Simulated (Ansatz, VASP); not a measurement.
# Pb in VASP and in Ansatz

```
Pb
1.0
    -3.18141    3.12922    1.71466
     3.12922   -3.18141    1.71466
     3.25707    3.25707   -1.81025
Pb
2
Direct
  0.99768 0.00232 0.00000
  0.75232 0.24768 0.50000
```

Alike in both runs: task single point; functional PBEsol; k mesh 12 × 12 × 8; occupations fermi-dirac, width 0.1 eV; no spin polarisation.

```csv
,VASP,Ansatz
version,VASP 6.6.1,Ansatz 0.2.0
potentials or method,"VASP PAW PBE potentials, release 64 (Pb_d), cutoff 520 eV","plane waves (420 eV) with PAW, scalar-relativistic"
valence electrons in the cell,28,28
```

|  | VASP | Ansatz | Ansatz less VASP |
| --- | --- | --- | --- |
| pressure (GPa) | -3.8 | -3.8 | +0.07 |
| traceless stress, the component that is largest in VASP (GPa) | -0.09 | -0.09 | -0.001 |

VASP's potentials were made for PBE, not for PBEsol, and Ansatz warns of the same on its side.

Neither program's run includes spin-orbit coupling.
